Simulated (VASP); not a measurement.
# WS2 (P6_3/mmc) in VASP: a series of runs

WS2 is run at these levels: r2SCAN; tasks: single point.

Everything below comes from runs of VASP 6.6.1. Logs are shortened: lines on timing, memory, paths and dates and some standing lists are left out, and cuts for length are marked.

### 1 The cell of the first run

It takes space group P6_3/mmc (No. 194, hexagonal). Conventional cell: a = 3.170 Å, b = 3.170 Å, c = 12.241 Å, α = 90.00°, β = 90.00°, γ = 120.00°. Within 3.2 Å of W (site symmetry -6m2) lie 6 S at 2.40 Å and 6 W at 3.17 Å. S (site symmetry 3m) has 3 W at 2.40 Å and 7 S at 3.12 to 3.17 Å within 3.2 Å.

### 2 Single point, r2SCAN (uniaxial z strain -2.0%)

The input, POSCAR:

```
WS2
1.0
    3.1699462934      0.0000000000      0.0000000000
   -1.5849731467      2.7452540187      0.0000000000
    0.0000000000      0.0000000000     12.2412491414
W S
2 4
Direct
    0.3333333333      0.6666666667      0.2500000000
    0.6666666667      0.3333333333      0.7500000000
    0.6666666667      0.3333333333      0.3774580259
    0.6666666667      0.3333333333      0.1225419741
    0.3333333333      0.6666666667      0.8774580259
    0.3333333333      0.6666666667      0.6225419741
```

The input, INCAR.step1:

```
ALGO = Normal ; EDIFF = 1E-5
ENCUT = 550 ; GGA = PE
GGA_COMPAT = F ; ISMEAR = 0
LASPH = T ; LCHARG = F
LREAL = F ; LWAVE = T
NBANDS = 35 ; NELM = 120
PREC = Accurate ; SIGMA = 0.01
```

The input, INCAR.step2:

```
ALGO = Normal ; EDIFF = 1E-6
ENCUT = 550 ; GGA_COMPAT = F
ISIF = 2 ; ISMEAR = 0
ISTART = 1 ; LASPH = T
LCHARG = F ; LMIXTAU = T
LREAL = F ; LWAVE = F
METAGGA = R2SCAN ; NBANDS = 35
NELM = 120 ; PREC = Accurate
SIGMA = 0.01
```

The input, KPOINTS:

```
k-points
0
Gamma
  12 12 2
```

Potentials or basis: VASP PAW PBE potentials, release 64 (W_sv, S).

Run with:

```bash
> cat potpaw_PBE.64/W_sv/POTCAR potpaw_PBE.64/S/POTCAR > POTCAR
> cp INCAR.step1 INCAR
> mpirun -np 1 vasp_std > vasp.out
> cp INCAR.step2 INCAR
> mpirun -np 1 vasp_std > vasp.out
```

OUTCAR:

```text
EDIFF = 1E-6
   ENCUT = 550
   ISIF = 2
   ISMEAR = 0
   ISTART = 1
   LASPH = T
   LREAL = F
   METAGGA = R2SCAN
   NELM = 120
   PREC = Accurate

 ion  position               nearest neighbor table
   1  0.333  0.667  0.250-   3 2.40   4 2.40   3 2.40   4 2.40   3 2.40   4 2.40
   2  0.667  0.333  0.750-   5 2.40   6 2.40   5 2.40   6 2.40   5 2.40   6 2.40
   3  0.667  0.333  0.377-   1 2.40   1 2.40   1 2.40
   4  0.667  0.333  0.123-   1 2.40   1 2.40   1 2.40
   5  0.333  0.667  0.877-   2 2.40   2 2.40   2 2.40
   6  0.333  0.667  0.623-   2 2.40   2 2.40   2 2.40

  LATTYP: Found a hexagonal cell.
 ALAT       =     3.1699462934
 C/A-ratio  =     3.8616582139

  Lattice vectors:

 A1 = (   3.1699462934,   0.0000000000,   0.0000000000)
 A2 = (  -1.5849731467,   2.7452540187,   0.0000000000)
 A3 = (   0.0000000000,   0.0000000000,  12.2412491414)

Analysis of symmetry for initial positions (statically):
=====================================================================
 Subroutine PRICEL returns:
 Original cell was already a primitive cell.

 Routine SETGRP: Setting up the symmetry group for a
 hexagonal supercell.

 Subroutine GETGRP returns: Found 24 space group operations
 (whereof 12 operations were pure point group operations)
 out of a pool of 24 trial point group operations.

The static configuration has the point symmetry D_3d.
 The point group associated with its full space group is D_6h.

Analysis of symmetry for dynamics (positions and initial velocities):
=====================================================================
 Subroutine PRICEL returns:
 Original cell was already a primitive cell.

 Routine SETGRP: Setting up the symmetry group for a
 hexagonal supercell.

 Subroutine GETGRP returns: Found 24 space group operations
 (whereof 12 operations were pure point group operations)
 out of a pool of 24 trial point group operations.

The dynamic configuration has the point symmetry D_3d.
 The point group associated with its full space group is D_6h.

 Subroutine INISYM returns: Found 24 space group operations
 (whereof 12 operations are pure point group operations),
 and found     1 'primitive' translations

----------------------------------------------------------------------------------------

                                     Primitive cell

  volume of cell :     106.5271

  direct lattice vectors                    reciprocal lattice vectors
     3.169946293  0.000000000  0.000000000     0.315462758  0.182132508  0.000000000
    -1.584973147  2.745254019  0.000000000     0.000000000  0.364265016  0.000000000
     0.000000000  0.000000000 12.241249141     0.000000000  0.000000000  0.081691010

  length of vectors
     3.169946293  3.169946293 12.241249141     0.364265016  0.364265016  0.081691010

  position of ions in fractional coordinates (direct lattice)
     0.333333333  0.666666667  0.250000000
     0.666666667  0.333333333  0.750000000
     0.666666667  0.333333333  0.377458026
     0.666666667  0.333333333  0.122541974
     0.333333333  0.666666667  0.877458026
     0.333333333  0.666666667  0.622541974

  ion indices of the primitive-cell ions
   primitive index   ion index
                 1           1
                 2           2
                 3           3
                 4           4
                 5           5
                 6           6

----------------------------------------------------------------------------------------

 KPOINTS: k-points

Automatic generation of k-mesh.
 Grid dimensions read from file:
 generate k-points for:   12   12    2

 Generating k-lattice:

  Cartesian coordinates                     Fractional coordinates (reciprocal lattice)
     0.026288563  0.015177709  0.000000000     0.083333333  0.000000000  0.000000000
     0.000000000  0.030355418  0.000000000     0.000000000  0.083333333  0.000000000
     0.000000000  0.000000000  0.040845505     0.000000000  0.000000000  0.500000000

  Length of vectors
     0.030355418  0.030355418  0.040845505

  Shift w.r.t. Gamma in fractional coordinates (k-lattice)
     0.000000000  0.000000000  0.000000000

 Subroutine IBZKPT returns following result:
 ===========================================

 Found     38 irreducible k-points:

 Following reciprocal coordinates:
            Coordinates               Weight
  0.000000  0.000000  0.000000      1.000000
  0.083333  0.000000  0.000000      6.000000
  0.166667  0.000000  0.000000      6.000000
  0.250000  0.000000  0.000000      6.000000
  0.333333  0.000000  0.000000      6.000000
  0.416667 -0.000000  0.000000      6.000000
[... 16 lines left out ...]
  0.250000  0.000000  0.500000      6.000000
  0.333333  0.000000  0.500000      6.000000
 [... further k-points ...]
   k-points           NKPTS =     38   k-points in BZ     NKDIM =     38   number of bands    NBANDS=     35
   number of dos      NEDOS =    301   number of ions     NIONS =      6
   total plane-waves  NPLWV =  55296
   dimension x,y,z NGX =    24 NGY =   24 NGZ =   96
   dimension x,y,z NGXF=    48 NGYF=   48 NGZF=  192
   ions per type =               2   4
   NGX,Y,Z   is equivalent  to a cutoff of  12.59, 12.59, 13.04 a.u.
   NGXF,Y,Z  is equivalent  to a cutoff of  25.17, 25.17, 26.08 a.u.
 SYSTEM =  unknown system
   PREC   = accura    normal or accurate (medium, high low for compatibility)
   ISTART =      1    job   : 0-new  1-cont  2-samecut
   ICHARG =      0    charge: 1-file 2-atom 10-const
   ISPIN  =      1    spin polarized calculation?
   LNONCOLLINEAR =      F non collinear calculations
   LSORBIT =      F    spin-orbit coupling
   LASPH  =      T    aspherical Exc in radial PAW
   ENCUT  =  550.0 eV  40.42 Ry    6.36 a.u.   6.06  6.06 23.41*2*pi/ulx,y,z
   NELM   =    120;   NELMIN=  2; NELMDL=  0     # of ELM steps
   EDIFF  = 0.1E-05   stopping-criterion for ELM
   LREAL  =      F    real-space projection
   EDIFFG = 0.1E-04   stopping-criterion for IOM
   NSW    =      0    number of steps for IOM
   IBRION =     -1    ionic relax: 0-MD 1-quasi-New 2-CG
   NFREE  =      0    steps in history (QN), initial steepest desc. (CG)
   ISIF   =      2    stress and relaxation
   ISYM   =      2    0-nonsym 1-usesym 2-fastsym
   POTIM  = 0.5000    time-step for ionic-motion
   TEBEG  =    0.0;   TEEND  =   0.0 temperature during run
   PSTRESS=    0.0 pullay stress
   NELECT =      52.0000    total number of electrons
   NUPDOWN=      -1.0000    fix difference up-down
   EMIN   =  10.00;   EMAX   =-10.00  energy-range for DOS
   EFERMI =   0.00;   METHOD = LEGACY
   ISMEAR =     0;   SIGMA  =   0.01  broadening in eV -4-tet -1-fermi 0-gaus
   EFERMI_NEDOS =   21; number of points for ismear=-14 and -15
   IALGO  =     38    algorithm
   IMIX   =      4    mixing-type and parameters
     AMIX     =   0.40;   BMIX     =  1.00
     AMIX_MAG =   1.60;   BMIX_MAG =  1.00
  volume/ion in A,a.u.               =      17.75       119.81
  Fermi-wavevector in a.u.,A,eV,Ry     =   1.289009  2.435873 22.606675  1.661544
  Thomas-Fermi vector in A             =   2.420928
   LORBIT       =      0    0 simple, 1 ext, 2 COOP (PROOUT), +10 PAW based schemes
   METAGGA = R2SCAN    functional components
   LHFCALC =     F    Hartree Fock is set to
   AEXX    =    0.0000 exact exchange contribution
   IVDW    =     0    specifies the selected vdW correction
   LEPSILON=     F    determine dielectric tensor
   LRPA    =     F    only Hartree local field effects (RPA)
 non-spin polarized calculation
 Gauss-broadening in eV      SIGMA  =   0.01
  energy-cutoff  :      550.00
  volume of cell :      106.53
 maximum number of plane-waves:      3162
   NGX = 13   NGY = 13   NGZ = 47

 number of electron      51.9999995 magnetization

 Free energy of the ion-electron system (eV)
  ---------------------------------------------------
  ext. energy  EPLUGINS =         0.00000000
  ---------------------------------------------------
  free energy    TOTEN  =      -140.11193338 eV

  energy without entropy =     -140.11193338  energy(sigma->0) =     -140.11193338

 E-fermi :   7.5350     XC(G=0): -11.6705

 val. band max:        7.4075698352   @ k =   0.0000   0.0000   0.0000
 cond. band min:       8.4700309793   @ k =   0.1667   0.1667   0.0000
 fundamental gap:      1.0624611441
 Fermi energy:         7.5350466880

 k-point     1 :       0.0000    0.0000    0.0000
  band No.  band energies     occupation
      1     -69.2685      2.00000
      2     -69.2685      2.00000
      3     -32.8676      2.00000
      4     -32.8675      2.00000
      5     -32.7014      2.00000
      6     -32.7014      2.00000
[... 27 lines left out ...]
     34      10.0140      0.00000
     35      12.5463      0.00000

 k-point     2 :       0.0833    0.0000    0.0000
  band No.  band energies     occupation
      1     -69.2672      2.00000
      2     -69.2671      2.00000
      3     -32.8629      2.00000
      4     -32.8628      2.00000
      5     -32.7270      2.00000
      6     -32.7270      2.00000
[... 27 lines left out ...]
     34      10.0141      0.00000
     35      13.0920      0.00000

 k-point     3 :       0.1667    0.0000    0.0000
  band No.  band energies     occupation
      1     -69.2634      2.00000
      2     -69.2634      2.00000
      3     -32.8500      2.00000
      4     -32.8499      2.00000
      5     -32.7963      2.00000
      6     -32.7962      2.00000
[... 27 lines left out ...]
     34      10.5715      0.00000
     35      14.2215      0.00000
[... 723 lines left out ...]
 k-point    23 :       0.2500    0.0000    0.5000
  band No.  band energies     occupation
      1     -69.2584      2.00000
      2     -69.2584      2.00000
      3     -32.8896      2.00000
      4     -32.8896      2.00000
      5     -32.8323      2.00000
      6     -32.8323      2.00000
[... 27 lines left out ...]
     34      11.0425      0.00000
     35      14.5194      0.00000

 k-point    24 :       0.3333    0.0000    0.5000
  band No.  band energies     occupation
      1     -69.2533      2.00000
      2     -69.2533      2.00000
      3     -32.9816      2.00000
      4     -32.9816      2.00000
      5     -32.8146      2.00000
      6     -32.8146      2.00000
[... 27 lines left out ...]
     34      11.4210      0.00000
     35      13.7044      0.00000

 [... further k-points ...]

------------------------ aborting loop because EDIFF is reached ----------------------------------------

  FORCE on cell =-STRESS in cart. coord.  units (eV):
  Direction    XX          YY          ZZ          XY          YZ          ZX
  --------------------------------------------------------------------------------------
  -------------------------------------------------------------------------------------
  Total        1.2158862      1.2158862      1.6608474     -0.0000000      0.0000000      0.0000000
  in kB       18.2870371     18.2870371     24.9792928     -0.0000000      0.0000000      0.0000000
  external PRESSURE =      20.5177890 kB  Pullay stress =       0.0000000 kB

 VOLUME and BASIS-vectors are now :
 -----------------------------------------------------------------------------
  energy-cutoff  :      550.00
  volume of cell :      106.53
      direct lattice vectors                 reciprocal lattice vectors
     3.169946293  0.000000000  0.000000000     0.315462758  0.182132508  0.000000000
    -1.584973147  2.745254019  0.000000000     0.000000000  0.364265016  0.000000000
     0.000000000  0.000000000 12.241249141     0.000000000  0.000000000  0.081691010

 POSITION                                       TOTAL-FORCE (eV/Angst)
 -----------------------------------------------------------------------------------
     -0.00000      1.83017      3.06031        -0.000000      0.000000      0.000000
      1.58497      0.91508      9.18094         0.000000     -0.000000      0.000000
      1.58497      0.91508      4.62056         0.000000     -0.000000     -0.031531
      1.58497      0.91508      1.50007         0.000000     -0.000000      0.031531
     -0.00000      1.83017     10.74118        -0.000000      0.000000     -0.031531
     -0.00000      1.83017      7.62069        -0.000000      0.000000      0.031531
 -----------------------------------------------------------------------------------
    total drift:                               -0.000000      0.000000     -0.000000

  FREE ENERGIE OF THE ION-ELECTRON SYSTEM (eV)
  ---------------------------------------------------
  free  energy   TOTEN  =      -140.1119333781 eV

  energy  without entropy=     -140.1119333781  energy(sigma->0) =     -140.11193338
```

It took 3.5 min on 1 thread of Intel Xeon 6975P-C (Granite Rapids), shared host; peak memory 0.31 GiB.

Results:

- Free energy: -140.1119 eV
- Pressure: 2.1 GPa
- Largest force: 0.032 eV/Å
- Band gap on the k mesh: 1.06 eV (least direct gap 1.88 eV)

Forces on the atoms (eV/Å):
```
W    0.000  0.000  0.000
W    0.000  0.000  0.000
S    0.000  0.000 -0.032
S    0.000  0.000  0.032
S    0.000  0.000 -0.032
S    0.000  0.000  0.032
```

Stress tensor (GPa, compression positive):
```
1.83 0.00 0.00
0.00 1.83 0.00
0.00 0.00 2.50
```

Caveat: the cell differs from its parent crystal (uniaxial z strain -2.0%); the PAW data sets were made with another functional, which shifts forces and pressure a little; spin-orbit coupling is left out, which moves the levels of the heavy elements. A k mesh can miss the band edges.

### 3 Single point, r2SCAN (uniaxial z strain +4.0%)

The input, POSCAR:

```
WS2
1.0
    3.1699462934      0.0000000000      0.0000000000
   -1.5849731467      2.7452540187      0.0000000000
    0.0000000000      0.0000000000     12.9907133746
W S
2 4
Direct
    0.3333333333      0.6666666667      0.2500000000
    0.6666666667      0.3333333333      0.7500000000
    0.6666666667      0.3333333333      0.3705040573
    0.6666666667      0.3333333333      0.1294959427
    0.3333333333      0.6666666667      0.8705040573
    0.3333333333      0.6666666667      0.6294959427
```

The input, INCAR.step1:

```
SYSTEM = WS2
PREC = Accurate
ENCUT = 550
ISMEAR = 0
SIGMA = 0.01
LREAL = .False.
LASPH = .True.
NELM = 120
NBANDS = 35
GGA = PE
ALGO = Normal
EDIFF = 1E-5
LWAVE = .True.
LCHARG = .False.
GGA_COMPAT = .False.
```

The input, INCAR.step2:

```
SYSTEM = WS2
PREC = Accurate
ENCUT = 550
EDIFF = 1E-6
ISMEAR = 0
SIGMA = 0.01
LREAL = .False.
LASPH = .True.
NELM = 120
ALGO = Normal
ISIF = 2
LWAVE = .False.
LCHARG = .True.
METAGGA = R2SCAN
LMIXTAU = .True.
LELF = .True.
LVHAR = .True.
NBANDS = 35
ISTART = 1
GGA_COMPAT = .False.
```

The input, KPOINTS:

```
regular mesh
0
Gamma
  12 12 2
  0 0 0
```

Potentials or basis: VASP PAW PBE potentials, release 64 (W_sv, S).

Run with:

```bash
> cat potpaw_PBE.64/W_sv/POTCAR potpaw_PBE.64/S/POTCAR > POTCAR
> cp INCAR.step1 INCAR
> mpirun -np 1 vasp_std > vasp.out
> cp INCAR.step2 INCAR
> mpirun -np 1 vasp_std > vasp.out
```

OUTCAR:

```text
SYSTEM = WS2
   PREC = Accurate
   ENCUT = 550
   EDIFF = 1E-6
   ISMEAR = 0
   LREAL = .False.
   LASPH = .True.
   NELM = 120
   ISIF = 2
   METAGGA = R2SCAN
   ISTART = 1

 ion  position               nearest neighbor table
   1  0.333  0.667  0.250-   3 2.41   4 2.41   3 2.41   4 2.41   3 2.41   4 2.41
   2  0.667  0.333  0.750-   5 2.41   6 2.41   5 2.41   6 2.41   5 2.41   6 2.41
   3  0.667  0.333  0.371-   1 2.41   1 2.41   1 2.41
   4  0.667  0.333  0.129-   1 2.41   1 2.41   1 2.41
   5  0.333  0.667  0.871-   2 2.41   2 2.41   2 2.41
   6  0.333  0.667  0.629-   2 2.41   2 2.41   2 2.41

  LATTYP: Found a hexagonal cell.
 ALAT       =     3.1699462934
 C/A-ratio  =     4.0980862678

  Lattice vectors:

 A1 = (   3.1699462934,   0.0000000000,   0.0000000000)
 A2 = (  -1.5849731467,   2.7452540187,   0.0000000000)
 A3 = (   0.0000000000,   0.0000000000,  12.9907133746)

Analysis of symmetry for initial positions (statically):
=====================================================================
[... 185 lines left out ...]
 cond. band min:       7.8011020527   @ k =   0.1667   0.1667   0.0000
 fundamental gap:      1.3623023071
 Fermi energy:         6.5944578024

 k-point     1 :       0.0000    0.0000    0.0000
  band No.  band energies     occupation
      1     -70.0139      2.00000
      2     -70.0138      2.00000
      3     -33.6101      2.00000
      4     -33.6101      2.00000
      5     -33.4420      2.00000
      6     -33.4420      2.00000
[... 901 lines left out ...]
     34      10.6793      0.00000
     35      13.0614      0.00000

 [... further k-points ...]

------------------------ aborting loop because EDIFF is reached ----------------------------------------

  FORCE on cell =-STRESS in cart. coord.  units (eV):
  Direction    XX          YY          ZZ          XY          YZ          ZX
  --------------------------------------------------------------------------------------
  -------------------------------------------------------------------------------------
  Total        0.8512233      0.8512233     -0.0812538     -0.0000000      0.0000000      0.0000000
  in kB       12.0638695     12.0638695     -1.1515609     -0.0000000      0.0000000      0.0000000
  external PRESSURE =       7.6587260 kB  Pullay stress =       0.0000000 kB

 VOLUME and BASIS-vectors are now :
 -----------------------------------------------------------------------------
  energy-cutoff  :      550.00
  volume of cell :      113.05
      direct lattice vectors                 reciprocal lattice vectors
     3.169946293  0.000000000  0.000000000     0.315462758  0.182132508  0.000000000
    -1.584973147  2.745254019  0.000000000     0.000000000  0.364265016  0.000000000
     0.000000000  0.000000000 12.990713375     0.000000000  0.000000000  0.076978067

 POSITION                                       TOTAL-FORCE (eV/Angst)
 -----------------------------------------------------------------------------------
     -0.00000      1.83017      3.24768         0.000000     -0.000000     -0.000000
      1.58497      0.91508      9.74304        -0.000000      0.000000     -0.000000
      1.58497      0.91508      4.81311         0.000000     -0.000000     -0.026735
      1.58497      0.91508      1.68224         0.000000     -0.000000      0.026735
     -0.00000      1.83017     11.30847         0.000000      0.000000     -0.026735
     -0.00000      1.83017      8.17760        -0.000000      0.000000      0.026735
 -----------------------------------------------------------------------------------
    total drift:                               -0.000000      0.000000     -0.000000

  FREE ENERGIE OF THE ION-ELECTRON SYSTEM (eV)
  ---------------------------------------------------
  free  energy   TOTEN  =      -140.1625639023 eV

  energy  without entropy=     -140.1625639023  energy(sigma->0) =     -140.16256390
```

OUTCAR.step1:

```text
SYSTEM = WS2
   PREC = Accurate
   ENCUT = 550
   ISMEAR = 0
   LREAL = .False.
   LASPH = .True.
   NELM = 120
[... 1150 lines left out ...]
      1.58497      0.91508      1.68224         0.000000      0.000000     -0.196064
     -0.00000      1.83017     11.30847         0.000000      0.000000      0.196064
     -0.00000      1.83017      8.17760        -0.000000      0.000000     -0.196064
 -----------------------------------------------------------------------------------
    total drift:                               -0.000000      0.000000     -0.000000

  FREE ENERGIE OF THE ION-ELECTRON SYSTEM (eV)
  ---------------------------------------------------
  free  energy   TOTEN  =       -47.3187078255 eV

  energy  without entropy=      -47.3187078255  energy(sigma->0) =      -47.31870783
```

Run time: 8.2 min. Hardware: 1 thread of Intel Xeon Platinum 8259CL at 2.50GHz (Skylake/Cascade Lake), shared host; peak memory 0.32 GiB.

Results:

```
Free energy            : -140.1626 eV
Pressure               : 0.8 GPa
Largest force          : 0.027 eV/Å
Band gap on the k mesh : 1.36 eV (least direct gap 1.93 eV)
```

Forces on the atoms (eV/Å):
```
W    0.000  0.000  0.000
W    0.000  0.000  0.000
S    0.000  0.000 -0.027
S    0.000  0.000  0.027
S    0.000  0.000 -0.027
S    0.000  0.000  0.027
```

Caveat: the cell differs from its parent crystal (uniaxial z strain +4.0%); the PAW data sets were made with another functional, which shifts forces and pressure a little; spin-orbit coupling is left out, which moves the levels of the heavy elements.
